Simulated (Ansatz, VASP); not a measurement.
Ta2NbO2: VASP beside Ansatz

```
Ta Nb O
1.0
    -1.68864    1.68864    6.10603
     1.68864   -1.68864    6.10603
     1.68864    1.68864   -6.10603
Ta Nb O
2 1 2
Cartesian
  0.0000 0.0000 7.8465
  0.0000 0.0000 4.3656
  0.0000 0.0000 0.0000
  0.0000 1.6886 3.0530
  1.6886 0.0000 3.0530
```

Change from the starting cell: species swapped into the GdSi2Ag2 type (I4/mmm, No. 139).

Alike in both runs: functional PBE; k mesh 6 × 6 × 6; occupations gaussian, width 0.1 eV; no spin polarisation.

Ansatz relaxed the structure, and its values are those at the end. VASP's run is a single point on that final structure, the one shown.

|  | VASP | Ansatz |
| --- | --- | --- |
| version | VASP 6.6.1 | Ansatz 0.2.0 |
| potentials or method | VASP PAW PBE potentials, release 64 (Ta_sv_GW, Nb_sv, O), cutoff 600 eV | scalar-relativistic, plane waves, PAW |
| valence electrons in the cell | 51 | 51 |

```csv
,VASP,Ansatz,Ansatz less VASP
gap on the k mesh at the Fermi level (eV),none,none,-
pressure (GPa),-0.2,0.0,+0.24
rms of the force components (eV/Å),0.016,0.002,-0.0145
```

A gap of «none» marks a metal or a gap that the smearing closes.

The k mesh is coarse, so the values compare programs but aren't converged. Spin-orbit coupling is off throughout.
